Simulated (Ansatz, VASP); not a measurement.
## One calculation of ZnS, two programs

File POSCAR:

```
ZnS
1.0
    3.8110000000      0.0000000000      0.0000000000
   -1.9055000000      3.3004228100      0.0000000000
    0.0000000000      0.0000000000      6.2340000000
Zn S
2 2
Direct
    0.3317707502      0.6652455720      0.0007758753
    0.6668739081      0.3337400259      0.5002670631
    0.3343738688      0.6703570901      0.3830381899
    0.6683900814      0.3317115814      0.8848349384
```

Contents of INCAR.step1:

```
PREC = Accurate
ENCUT = 550
ISMEAR = 0
SIGMA = 0.1
LREAL = F
LASPH = T
NELM = 120
NBANDS = 26
GGA = PE
ALGO = Normal
EDIFF = 1E-5
LWAVE = T
LCHARG = F
GGA_COMPAT = F
```

File INCAR.step2:

```
PREC = Accurate
ENCUT = 550
EDIFF = 1E-6
ISMEAR = 0
SIGMA = 0.1
LREAL = F
LASPH = T
NELM = 120
ALGO = Normal
ISIF = 2
LWAVE = F
LCHARG = F
METAGGA = R2SCAN
LMIXTAU = T
NBANDS = 26
ISTART = 1
GGA_COMPAT = F
```

Contents of KPOINTS:

```
Automatic mesh
0
Gamma
  2 2 1
```

Input for Ansatz:

```yaml
crystal:
  lattice:
    - [3.811, 0.0, 0.0]
    - [-1.9055, 3.30042281, 0.0]
    - [0.0, 0.0, 6.234]
  atoms:
    - { symbol: Zn, position: [0.3317707501881388, 0.6652455720430731, 0.0007758752570817074] }
    - { symbol: Zn, position: [0.6668739080592934, 0.3337400259115069, 0.5002670630754154] }
    - { symbol: S, position: [0.33437386875187686, 0.6703570900659559, 0.3830381899123161] }
    - { symbol: S, position: [0.6683900814116545, 0.3317115814321821, 0.8848349384043124] }
basis:
  ecutwfc: 550.0
kpoints:
  mp_grid:
    grid: [2, 2, 1]
hamiltonian:
  xc: r2scan
  pseudopotentials:
    kind: paw
scf:
  n_extra_bands: 4
  self_checks: high
  occupations:
    method: gaussian
    width: 0.1
output:
  forces: true
```

Alike in both runs: task single point; functional r2SCAN; k mesh 2 × 2 × 1; occupations gaussian, width 0.1 eV; no spin polarisation.

|  | VASP | Ansatz |
| --- | --- | --- |
| version | VASP 6.6.1 | Ansatz 0.2.0 |
| potentials or method | VASP PAW PBE potentials, release 64 (Zn, S), cutoff 550 eV | plane waves, PAW |
| valence electrons in the cell | 36 | 36 |

Ansatz gave:

- gap on the k mesh at the Fermi level (eV): 2.77
- rms of the force components (eV/Å): 0.208

Question: Estimate VASP's values.

Answer: gap on the k mesh at the Fermi level (eV): 2.78; rms of the force components (eV/Å): 0.207.

VASP's potentials were made for PBE, not for r2SCAN. Atom by atom the forces differ by 0.001 eV/Å (rms over components). The functional is the same, so the differences come from potentials, cutoffs and numerics.

The k mesh is coarse, so the values compare programs but aren't converged.
